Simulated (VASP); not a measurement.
# GaP (I-4m2) in VASP: notebook, part 2 of 2

VASP 6.6.1.

**3. Single point, HSE06 (epitaxial xy strain +3.0%)**

POSCAR

```
GaP
1.0
    0.0000000000      2.8071612660      2.6550591104
    2.8071612660      0.0000000000      2.6550591104
    2.8071612660      2.8071612660      0.0000000000
Ga P
1 1
Direct
    0.0000000000      0.0000000000      0.0000000000
    0.2500000000      0.2500000000      0.2500000000
```

INCAR.step1

```
SYSTEM = GaP
PREC = Accurate
ENCUT = 520
EDIFF = 1E-5
ISMEAR = 0
SIGMA = 0.01
LREAL = .FALSE.
LASPH = .TRUE.
NELM = 60
ALGO = Normal
ISIF = 2
LWAVE = .TRUE.
LCHARG = .FALSE.
GGA = PE
NBANDS = 16
```

INCAR.step2

```
SYSTEM = GaP
PREC = Accurate
ENCUT = 520
EDIFF = 1E-6
ISMEAR = 0
SIGMA = 0.01
LREAL = .FALSE.
LASPH = .TRUE.
NELM = 60
ALGO = Normal
ISIF = 2
LWAVE = .FALSE.
LCHARG = .FALSE.
GGA = PE
LHFCALC = .TRUE.
HFSCREEN = 0.2079
PRECFOCK = Normal
ISTART = 1
NBANDS = 16
```

KPOINTS

```
Automatic mesh
0
G
  6 6 6
  0 0 0
```

Potentials or basis: VASP PAW PBE potentials, release 64 (Ga_d, P).

The run is started by

```
$ cat potpaw_PBE.64/Ga_d/POTCAR potpaw_PBE.64/P/POTCAR > POTCAR
$ cp INCAR.step1 INCAR
$ mpirun -np 1 vasp_std > vasp.out
$ cp INCAR.step2 INCAR
$ mpirun -np 1 vasp_std > vasp.out
```

OUTCAR:

```text
SYSTEM = GaP
   PREC = Accurate
   ENCUT = 520
   EDIFF = 1E-6
   ISMEAR = 0
   LREAL = .FALSE.
   LASPH = .TRUE.
   NELM = 60
   ISIF = 2
   GGA = PE
   LHFCALC = .TRUE.
   HFSCREEN = 0.2079
   PRECFOCK = Normal
   ISTART = 1

 ion  position               nearest neighbor table
   1  0.000  0.000  0.000-   2 2.39   2 2.39   2 2.39   2 2.39
   2  0.250  0.250  0.250-   1 2.39   1 2.39   1 2.39   1 2.39

  LATTYP: Found a body centered tetragonal cell.
 ALAT       =     3.9699255341
 C/A-ratio  =     1.3375863540

  Lattice vectors:

 A1 = (   0.0000000000,  -2.8071612660,  -2.6550591104)
 A2 = (   0.0000000000,   2.8071612660,  -2.6550591104)
 A3 = (   2.8071612660,   0.0000000000,   2.6550591104)

Analysis of symmetry for initial positions (statically):
=====================================================================
 Subroutine PRICEL returns:
 Original cell was already a primitive cell.

 Routine SETGRP: Setting up the symmetry group for a
 body centered tetragonal supercell.

 Subroutine GETGRP returns: Found  8 space group operations
 (whereof  8 operations were pure point group operations)
 out of a pool of 16 trial point group operations.

The static configuration has the point symmetry D_2d.

Analysis of symmetry for dynamics (positions and initial velocities):
=====================================================================
 Subroutine PRICEL returns:
 Original cell was already a primitive cell.

 Routine SETGRP: Setting up the symmetry group for a
 body centered tetragonal supercell.

 Subroutine GETGRP returns: Found  8 space group operations
 (whereof  8 operations were pure point group operations)
 out of a pool of 16 trial point group operations.

The dynamic configuration has the point symmetry D_2d.

 Subroutine INISYM returns: Found  8 space group operations
 (whereof  8 operations are pure point group operations),
 and found     1 'primitive' translations

----------------------------------------------------------------------------------------

                                     Primitive cell

  volume of cell :      41.8446

  direct lattice vectors                    reciprocal lattice vectors
     0.000000000  2.807161266  2.655059110    -0.178115880  0.178115880  0.188319724
     2.807161266  0.000000000  2.655059110     0.178115880 -0.178115880  0.188319724
     2.807161266  2.807161266  0.000000000     0.178115880  0.178115880 -0.188319724

  length of vectors
     3.863870243  3.863870243  3.969925534     0.314507317  0.314507317  0.314507317

  position of ions in fractional coordinates (direct lattice)
     0.000000000  0.000000000  0.000000000
     0.250000000  0.250000000  0.250000000

  ion indices of the primitive-cell ions
   primitive index   ion index
                 1           1
                 2           2

----------------------------------------------------------------------------------------

 KPOINTS: Automatic mesh

Automatic generation of k-mesh.
 Grid dimensions read from file:
 generate k-points for:    6    6    6

 Generating k-lattice:

  Cartesian coordinates                     Fractional coordinates (reciprocal lattice)
    -0.029685980  0.029685980  0.031386621     0.166666667  0.000000000  0.000000000
     0.029685980 -0.029685980  0.031386621     0.000000000  0.166666667  0.000000000
     0.029685980  0.029685980 -0.031386621    -0.000000000 -0.000000000  0.166666667

  Length of vectors
     0.052417886  0.052417886  0.052417886

  Shift w.r.t. Gamma in fractional coordinates (k-lattice)
     0.000000000  0.000000000  0.000000000

 Subroutine IBZKPT returns following result:
 ===========================================

 Found     30 irreducible k-points:

 Following reciprocal coordinates:
            Coordinates               Weight
  0.000000  0.000000  0.000000      1.000000
  0.166667  0.000000  0.000000      8.000000
  0.333333 -0.000000  0.000000      8.000000
  0.500000  0.000000  0.000000      4.000000
  0.166667  0.166667  0.000000      2.000000
  0.333333  0.166667  0.000000      8.000000
[... 16 lines left out ...]
  0.333333  0.000000  0.333333      4.000000
  0.500000  0.000000  0.333333     16.000000
 [... further k-points ...]
   k-points           NKPTS =     30   k-points in BZ     NKDIM =    216   number of bands    NBANDS=     16
   number of dos      NEDOS =    301   number of ions     NIONS =      2
   total plane-waves  NPLWV =  27000
   dimension x,y,z NGX =    30 NGY =   30 NGZ =   30
   dimension x,y,z NGXF=    60 NGYF=   60 NGZF=   60
   ions per type =               1   1
   NGX,Y,Z   is equivalent  to a cutoff of  12.91, 12.91, 12.56 a.u.
   NGXF,Y,Z  is equivalent  to a cutoff of  25.82, 25.82, 25.13 a.u.
 SYSTEM =  GaP
   PREC   = accura    normal or accurate (medium, high low for compatibility)
   ISTART =      1    job   : 0-new  1-cont  2-samecut
   ICHARG =      0    charge: 1-file 2-atom 10-const
   ISPIN  =      1    spin polarized calculation?
   LNONCOLLINEAR =      F non collinear calculations
   LSORBIT =      F    spin-orbit coupling
   LASPH  =      T    aspherical Exc in radial PAW
   ENCUT  =  520.0 eV  38.22 Ry    6.18 a.u.   7.18  7.18  7.38*2*pi/ulx,y,z
   NELM   =     60;   NELMIN=  2; NELMDL=  0     # of ELM steps
   EDIFF  = 0.1E-05   stopping-criterion for ELM
   LREAL  =      F    real-space projection
   EDIFFG = 0.1E-04   stopping-criterion for IOM
   NSW    =      0    number of steps for IOM
   IBRION =     -1    ionic relax: 0-MD 1-quasi-New 2-CG
   NFREE  =      0    steps in history (QN), initial steepest desc. (CG)
   ISIF   =      2    stress and relaxation
   ISYM   =      3    0-nonsym 1-usesym 2-fastsym
   POTIM  = 0.5000    time-step for ionic-motion
   TEBEG  =    0.0;   TEEND  =   0.0 temperature during run
   PSTRESS=    0.0 pullay stress
   NELECT =      18.0000    total number of electrons
   NUPDOWN=      -1.0000    fix difference up-down
   EMIN   =  10.00;   EMAX   =-10.00  energy-range for DOS
   EFERMI =   0.00;   METHOD = LEGACY
   ISMEAR =     0;   SIGMA  =   0.01  broadening in eV -4-tet -1-fermi 0-gaus
   EFERMI_NEDOS =   21; number of points for ismear=-14 and -15
   IALGO  =     38    algorithm
   IMIX   =      1    mixing-type and parameters
     AMIX     =   0.40;   BMIX     =  1.00
     AMIX_MAG =   1.60;   BMIX_MAG =  1.00
  volume/ion in A,a.u.               =      20.92       141.19
  Fermi-wavevector in a.u.,A,eV,Ry     =   1.235813  2.335348 20.779271  1.527233
  Thomas-Fermi vector in A             =   2.370447
   LORBIT       =      0    0 simple, 1 ext, 2 COOP (PROOUT), +10 PAW based schemes
   GGA     = PE    functional components
   LHFCALC =     T    Hartree Fock is set to
   PRECFOCK=normal    Normal, Fast or Accurate (Low or Medium for compatibility)
   ENCUT4O =  -1.0   cutoff for four orbital integrals eV
   NKREDX  =     1    reduce k-point grid by
   NKREDY  =     1    reduce k-point grid by
   NKREDZ  =     1    reduce k-point grid by
   AEXX    =    0.2500 exact exchange contribution
   HFSCREEN=    0.2079 screening length (either q_TF or 0.3 A-1)
   HFSCREENC=   0.2079 screening length for correlation (either q_TF or 0.3 A-1)
   ENCUTFOCK=  -1.0 apply spherical cutoff to Coloumb kernel
   IVDW    =     0    specifies the selected vdW correction
   LEPSILON=     F    determine dielectric tensor
   LRPA    =     F    only Hartree local field effects (RPA)
 non-spin polarized calculation
 Gauss-broadening in eV      SIGMA  =   0.01
  energy-cutoff  :      520.00
  volume of cell :       41.84
 maximum number of plane-waves:      1153
 NGX is ok and might be reduce to    30
  NGX = 24; NGY = 24; NGZ = 24

 number of electron      18.0000004 magnetization

 Free energy of the ion-electron system (eV)
  ---------------------------------------------------
  ext. energy  EPLUGINS =         0.00000000
  ---------------------------------------------------
  free energy    TOTEN  =       -10.75195480 eV

  energy without entropy =      -10.75195480  energy(sigma->0) =      -10.75195480

 E-fermi :   4.1846     XC(G=0):  -8.0426

 val. band max:        4.0863559587   @ k =   0.0000   0.0000   0.0000
 cond. band min:       6.0102441521   @ k =   0.5000   0.5000   0.0000
 fundamental gap:      1.9238881934
 Fermi energy:         4.1846214658

 k-point     1 :       0.0000    0.0000    0.0000
  band No.  band energies     occupation
      1     -13.1398      2.00000
      2     -13.1398      2.00000
      3     -13.1242      2.00000
      4     -13.0506      2.00000
      5     -13.0372      2.00000
      6      -9.6262      2.00000
[... 433 lines left out ...]
      3     -13.0873      2.00000
      4     -13.0601      2.00000
      5     -13.0329      2.00000
      6      -6.9792      2.00000
[... 8 lines left out ...]
     15      16.9454      0.00000
     16      18.3764      0.00000

 [... further k-points ...]
[... 5 lines left out ...]
  --------------------------------------------------------------------------------------
  -------------------------------------------------------------------------------------
  Total       -0.9529255     -0.9529255      0.1218603      0.0000000      0.0000000     -0.0000000
  in kB      -36.4863676    -36.4863676      4.6658841      0.0000000      0.0000000     -0.0000000
  external PRESSURE =     -22.7689504 kB  Pullay stress =       0.0000000 kB

 VOLUME and BASIS-vectors are now :
 -----------------------------------------------------------------------------
  energy-cutoff  :      520.00
  volume of cell :       41.84
      direct lattice vectors                 reciprocal lattice vectors
     0.000000000  2.807161266  2.655059110    -0.178115880  0.178115880  0.188319724
     2.807161266  0.000000000  2.655059110     0.178115880 -0.178115880  0.188319724
     2.807161266  2.807161266  0.000000000     0.178115880  0.178115880 -0.188319724

 POSITION                                       TOTAL-FORCE (eV/Angst)
 -----------------------------------------------------------------------------------
      0.00000      0.00000      0.00000        -0.000000      0.000000      0.000000
      1.40358      1.40358      1.32753         0.000000      0.000000     -0.000000
 -----------------------------------------------------------------------------------
    total drift:                                0.000002      0.000004     -0.000002

  FREE ENERGIE OF THE ION-ELECTRON SYSTEM (eV)
  ---------------------------------------------------
  free  energy   TOTEN  =       -10.7519547979 eV

  energy  without entropy=      -10.7519547979  energy(sigma->0) =      -10.75195480
```

Run time: 54 min. Hardware: 1 thread of Intel Xeon Platinum 8488C (Sapphire Rapids), shared host; peak memory 0.3 GiB.

Results:

```
Free energy            : -10.7520 eV
Pressure               : -2.3 GPa
Band gap on the k mesh : 1.92 eV (least direct gap 2.27 eV)
```

Stress tensor (GPa, compression positive):
```
-3.65  0.00  0.00
 0.00 -3.65  0.00
 0.00  0.00  0.47
```

Levels at points of the mesh, in eV from the valence-band top:
```csv
k point,band 5,band 6,band 7,band 8,band 9,band 10,band 11,band 12,band 13,band 14
"(0.00, 0.00, 0.00)",-17.12,-13.71,-0.30,-0.30,0.00,2.27,4.51,4.64,4.64,9.49
"(0.50, 0.00, 0.00)",-17.12,-11.59,-7.22,-1.58,-1.13,2.13,5.20,5.73,9.02,11.59
"(0.50, 0.50, 0.00)",-17.10,-10.51,-7.10,-3.25,-3.25,1.92,2.03,11.56,11.56,12.35
"(0.50, 0.00, 0.50)",-17.12,-10.75,-7.48,-2.88,-2.83,2.29,2.58,11.36,11.43,11.81
```

Caveat: the cell differs from its parent crystal (epitaxial xy strain +3.0%); the PAW data sets were made with another functional, which shifts forces and pressure a little.
